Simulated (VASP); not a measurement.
# Tl (P6_3/mmc) in VASP: further runs

The runs below take Tl through single point, with BLYP.

Program: VASP 6.6.1. These are calculated values, not measurements. Logs are shortened: lines on timing, memory, paths and dates and some standing lists are left out, and cuts for length are marked.

### 1 The cell of the first run

It takes space group P6_3/mmc (No. 194, hexagonal). The conventional cell has a = 3.568 Å, b = 3.568 Å, c = 11.291 Å, α = 90.00°, β = 90.00°, γ = 120.00°. Tl (site symmetry -3m) has 12 Tl at 3.49 to 3.57 Å within 4.6 Å. Tl (site symmetry -6m2) has 12 Tl at 3.49 to 3.57 Å within 4.6 Å.

### 2 Single point, BLYP (volume scaled by 0.88)

The input, INCAR:

```
AGGAC = 1.0
AGGAX = 1.0
ALDAC = 0.0
ALDAX = 1.0
ALGO = Normal
EDIFF = 1E-6
ENCUT = 520
GGA = B5
ISIF = 2
ISMEAR = -1
LASPH = True
LCHARG = True
LELF = True
LREAL = False
LVHAR = True
LWAVE = False
NBANDS = 34
NELM = 100
PREC = Accurate
SIGMA = 0.1
```

The input, KPOINTS:

```
k-points
0
Gamma
  11 11 3
```

The input, POSCAR:

```
Tl
1.0
    3.5681847034      0.0000000000      0.0000000000
   -1.7840923517      3.0901385986      0.0000000000
    0.0000000000      0.0000000000     11.2909645313
Tl
4
Direct
    0.0000000000      0.0000000000      0.0000000000
    0.0000000000      0.0000000000      0.5000000000
    0.3333333333      0.6666666667      0.2500000000
    0.6666666667      0.3333333333      0.7500000000
```

Potentials or basis: VASP PAW PBE potentials, release 64 (Tl_d).

Started as:

```bash
$ cat potpaw_PBE.64/Tl_d/POTCAR > POTCAR
$ mpirun -np 1 vasp_std > vasp.out
```

OUTCAR:

```text
EDIFF = 1E-6
   ENCUT = 520
   GGA = B5
   ISIF = 2
   ISMEAR = -1
   LASPH = True
   LREAL = False
   NELM = 100
   PREC = Accurate

 ion  position               nearest neighbor table
   1  0.000  0.000  0.000-   3 3.49   4 3.49   4 3.49   3 3.49   4 3.49   3 3.49
   2  0.000  0.000  0.500-   3 3.49   4 3.49   4 3.49   3 3.49   4 3.49   3 3.49
   3  0.333  0.667  0.250-   1 3.49   2 3.49   1 3.49   2 3.49   1 3.49   2 3.49
   4  0.667  0.333  0.750-   1 3.49   2 3.49   1 3.49   2 3.49   1 3.49   2 3.49

  LATTYP: Found a hexagonal cell.
 ALAT       =     3.5681847034
 C/A-ratio  =     3.1643441889

  Lattice vectors:

 A1 = (   3.5681847034,   0.0000000000,   0.0000000000)
 A2 = (  -1.7840923517,   3.0901385986,   0.0000000000)
 A3 = (   0.0000000000,   0.0000000000,  11.2909645313)

Analysis of symmetry for initial positions (statically):
=====================================================================
 Subroutine PRICEL returns:
 Original cell was already a primitive cell.

 Routine SETGRP: Setting up the symmetry group for a
 hexagonal supercell.

 Subroutine GETGRP returns: Found 24 space group operations
 (whereof 12 operations were pure point group operations)
 out of a pool of 24 trial point group operations.

The static configuration has the point symmetry D_3d.
 The point group associated with its full space group is D_6h.

Analysis of symmetry for dynamics (positions and initial velocities):
=====================================================================
 Subroutine PRICEL returns:
 Original cell was already a primitive cell.

 Routine SETGRP: Setting up the symmetry group for a
 hexagonal supercell.

 Subroutine GETGRP returns: Found 24 space group operations
 (whereof 12 operations were pure point group operations)
 out of a pool of 24 trial point group operations.

The dynamic configuration has the point symmetry D_3d.
 The point group associated with its full space group is D_6h.

 Subroutine INISYM returns: Found 24 space group operations
 (whereof 12 operations are pure point group operations),
 and found     1 'primitive' translations

----------------------------------------------------------------------------------------

                                     Primitive cell

  volume of cell :     124.4963

  direct lattice vectors                    reciprocal lattice vectors
     3.568184703  0.000000000  0.000000000     0.280254550  0.161805040  0.000000000
[... 84 lines left out ...]
   ISPIN  =      1    spin polarized calculation?
   LNONCOLLINEAR =      F non collinear calculations
   LSORBIT =      F    spin-orbit coupling
   LASPH  =      T    aspherical Exc in radial PAW
   ENCUT  =  520.0 eV  38.22 Ry    6.18 a.u.   6.63  6.63 20.99*2*pi/ulx,y,z
   NELM   =    100;   NELMIN=  2; NELMDL= -5     # of ELM steps
   EDIFF  = 0.1E-05   stopping-criterion for ELM
   LREAL  =      F    real-space projection
   EDIFFG = 0.1E-04   stopping-criterion for IOM
   NSW    =      0    number of steps for IOM
   IBRION =     -1    ionic relax: 0-MD 1-quasi-New 2-CG
   NFREE  =      0    steps in history (QN), initial steepest desc. (CG)
   ISIF   =      2    stress and relaxation
   ISYM   =      2    0-nonsym 1-usesym 2-fastsym
   POTIM  = 0.5000    time-step for ionic-motion
   TEBEG  =    0.0;   TEEND  =   0.0 temperature during run
   PSTRESS=    0.0 pullay stress
   NELECT =      52.0000    total number of electrons
   NUPDOWN=      -1.0000    fix difference up-down
   EMIN   =  10.00;   EMAX   =-10.00  energy-range for DOS
   EFERMI =   0.00;   METHOD = LEGACY
   ISMEAR =    -1;   SIGMA  =   0.10  broadening in eV -4-tet -1-fermi 0-gaus
   EFERMI_NEDOS =   21; number of points for ismear=-14 and -15
   IALGO  =     38    algorithm
   IMIX   =      4    mixing-type and parameters
     AMIX     =   0.40;   BMIX     =  1.00
     AMIX_MAG =   1.60;   BMIX_MAG =  1.00
  volume/ion in A,a.u.               =      31.12       210.04
  Fermi-wavevector in a.u.,A,eV,Ry     =   1.223744  2.312540 20.375389  1.497549
  Thomas-Fermi vector in A             =   2.358844
   LORBIT       =      0    0 simple, 1 ext, 2 COOP (PROOUT), +10 PAW based schemes
   GGA     = B5    functional components
   LHFCALC =     F    Hartree Fock is set to
   AEXX    =    0.0000 exact exchange contribution
   IVDW    =     0    specifies the selected vdW correction
   LEPSILON=     F    determine dielectric tensor
   LRPA    =     F    only Hartree local field effects (RPA)
 non-spin polarized calculation
  energy-cutoff  :      520.00
  volume of cell :      124.50
 maximum number of plane-waves:      3396
 NGX is ok and might be reduce to    28
   NGX = 13   NGY = 13   NGZ = 41

 number of electron      52.0000003 magnetization

 Free energy of the ion-electron system (eV)
  ---------------------------------------------------
  ext. energy  EPLUGINS =         0.00000000
  ---------------------------------------------------
  free energy    TOTEN  =        -6.67187022 eV

  energy without entropy =       -6.59516766  energy(sigma->0) =       -6.63351894

 E-fermi :   6.2069     XC(G=0):  -9.2160

 val. band max:        6.2048218532   @ k =   0.4545   0.0000   0.3333
 cond. band min:       6.2204225169   @ k =   0.2727   0.2727   0.3333
 fundamental gap:      0.0156006637
 Fermi energy:         6.2069093177

 k-point     1 :       0.0000    0.0000    0.0000
  band No.  band energies     occupation
      1      -5.4729      2.00000
      2      -5.3741      2.00000
      3      -5.3668      2.00000
      4      -5.3542      2.00000
      5      -5.3542      2.00000
      6      -5.3365      2.00000
[... 877 lines left out ...]
     33      12.2786      0.00000
     34      13.0875      0.00000

 [... further k-points ...]
[... 5 lines left out ...]
  --------------------------------------------------------------------------------------
  -------------------------------------------------------------------------------------
  Total        2.4503244      2.4503244      2.8294577      0.0000000      0.0000000      0.0000000
  in kB       31.5339111     31.5339111     36.4130837      0.0000000      0.0000000      0.0000000
  external PRESSURE =      33.1603020 kB  Pullay stress =       0.0000000 kB

 VOLUME and BASIS-vectors are now :
 -----------------------------------------------------------------------------
  energy-cutoff  :      520.00
  volume of cell :      124.50
      direct lattice vectors                 reciprocal lattice vectors
     3.568184703  0.000000000  0.000000000     0.280254550  0.161805040  0.000000000
    -1.784092352  3.090138599  0.000000000     0.000000000  0.323610080  0.000000000
     0.000000000  0.000000000 11.290964531     0.000000000  0.000000000  0.088566393

 POSITION                                       TOTAL-FORCE (eV/Angst)
 -----------------------------------------------------------------------------------
      0.00000      0.00000      0.00000        -0.000000      0.000000      0.000000
      0.00000      0.00000      5.64548        -0.000000      0.000000      0.000000
     -0.00000      2.06009      2.82274        -0.000000      0.000000     -0.000000
      1.78409      1.03005      8.46822         0.000000     -0.000000      0.000000
 -----------------------------------------------------------------------------------
    total drift:                                0.000000     -0.000000      0.000000

  FREE ENERGIE OF THE ION-ELECTRON SYSTEM (eV)
  ---------------------------------------------------
  free  energy   TOTEN  =        -6.6718702209 eV

  energy  without entropy=       -6.5951676627  energy(sigma->0) =       -6.63351894
```

OSZICAR:

```text
N       E                     dE             d eps       ncg     rms          rms(c)
DAV:   1     0.293067881934E+03    0.29307E+03   -0.27505E+04  2200   0.142E+03
DAV:   2     0.206848259523E+00   -0.29286E+03   -0.28770E+03  2332   0.324E+02
DAV:   3    -0.678262435800E+01   -0.69895E+01   -0.69083E+01  2428   0.421E+01
DAV:   4    -0.684931787498E+01   -0.66694E-01   -0.66652E-01  2400   0.400E+00
DAV:   5    -0.685051615549E+01   -0.11983E-02   -0.11982E-02  2390   0.553E-01    0.297E+00
DAV:   6    -0.669341998581E+01    0.15710E+00   -0.34375E-01  2264   0.347E+00    0.192E+00
DAV:   7    -0.667297519821E+01    0.20445E-01   -0.78728E-02  2300   0.165E+00    0.109E+00
DAV:   8    -0.667187744654E+01    0.10978E-02   -0.23360E-03  2292   0.271E-01    0.108E-01
DAV:   9    -0.667185384758E+01    0.23599E-04   -0.16916E-04  2470   0.783E-02    0.250E-02
DAV:  10    -0.667187066513E+01   -0.16818E-04   -0.31570E-05  2258   0.287E-02    0.484E-03
DAV:  11    -0.667187022091E+01    0.44422E-06   -0.43708E-07  1354   0.553E-03
   1 F= -.66718702E+01 E0= -.66335189E+01  d E =-.767026E-01
```

stdout:

```text
POSCAR found type information on POSCAR Tl
 POSCAR found :  1 types and       4 ions
 scaLAPACK will be used
 -----------------------------------------------------------------------------
|                                                                             |
|                                                                             |
|     You enforced a specific xc type in the INCAR file but a different       |
|     I HOPE YOU KNOW WHAT YOU ARE DOING!                                     |
|                                                                             |
 -----------------------------------------------------------------------------

 LDA part: xc-table for (Slater(with rela. corr.)+VWN5), standard interpolation
 POSCAR, INCAR and KPOINTS ok, starting setup
 FFT: planning ... GRIDC
 FFT: planning ... GRID_SOFT
 FFT: planning ... GRID
 WAVECAR not read
 entering main loop
```

Run time: 2.1 min. Hardware: 1 thread of Oxide Virtual Turin-like, shared host; peak memory 0.25 GiB.

Results:

- Free energy: -6.6719 eV
- Pressure: 3.3 GPa
- Band gap on the k mesh: zero (band 26 reaches 9.45 eV, above the bottom of band 27 at 5.33 eV)

Caveat: the PAW data sets were made with another functional, which shifts forces and pressure a little; spin-orbit coupling is left out, which moves the levels of the heavy elements.

### 3 Single point, BLYP (volume scaled by 0.92)

The input, INCAR:

```
SYSTEM = Tl
AGGAC = 1.0
AGGAX = 1.0
ALDAC = 0.0
ALDAX = 1.0
ALGO = Normal
EDIFF = 1E-7
ENCUT = 520
GGA = B5
ISIF = 2
ISMEAR = -1
LASPH = .True.
LCHARG = .False.
LREAL = .False.
LWAVE = .False.
NBANDS = 34
NELM = 80
PREC = Accurate
SIGMA = 0.1
```

The input, KPOINTS:

```
k-points
0
Gamma
  11 11 3
  0 0 0
```

The input, POSCAR:

```
Tl
1.0
    3.6214490443      0.0000000000      0.0000000000
   -1.8107245222      3.1362668709      0.0000000000
    0.0000000000      0.0000000000     11.4595112388
Tl
4
Direct
    0.0000000000      0.0000000000      0.0000000000
    0.0000000000      0.0000000000      0.5000000000
    0.3333333333      0.6666666667      0.2500000000
    0.6666666667      0.3333333333      0.7500000000
```

Potentials or basis: VASP PAW PBE potentials, release 64 (Tl_d).

Started as:

```bash
$ cat potpaw_PBE.64/Tl_d/POTCAR > POTCAR
$ mpirun -np 1 vasp_std > vasp.out
```

Wall time 2.3 min (1 thread of Oxide Virtual Turin-like, shared host); peak memory 0.25 GiB.

Results (log left out):

| Item | Value |
| --- | --- |
| Free energy | -6.7664 eV |
| Pressure | 1.9 GPa |
| Band gap on the k mesh | zero (band 26 reaches 8.87 eV, above the bottom of band 27 at 4.98 eV) |

Stress tensor (GPa, compression positive):
```
1.83 0.00 0.00
0.00 1.83 0.00
0.00 0.00 2.11
```

Levels at points of the mesh, in eV from the Fermi level:
| k point | band 22 | band 23 | band 24 | band 25 | band 26 | band 27 | band 28 | band 29 |
| --- | --- | --- | --- | --- | --- | --- | --- | --- |
| (0.00, 0.00, 0.00) | -8.02 | -8.01 | -5.21 | -2.24 | 3.04 | 3.05 | 6.86 | 6.86 |

Caveat: the PAW data sets were made with another functional, which shifts forces and pressure a little; spin-orbit coupling is left out, which moves the levels of the heavy elements.

(Continued in part 2 of 2.)
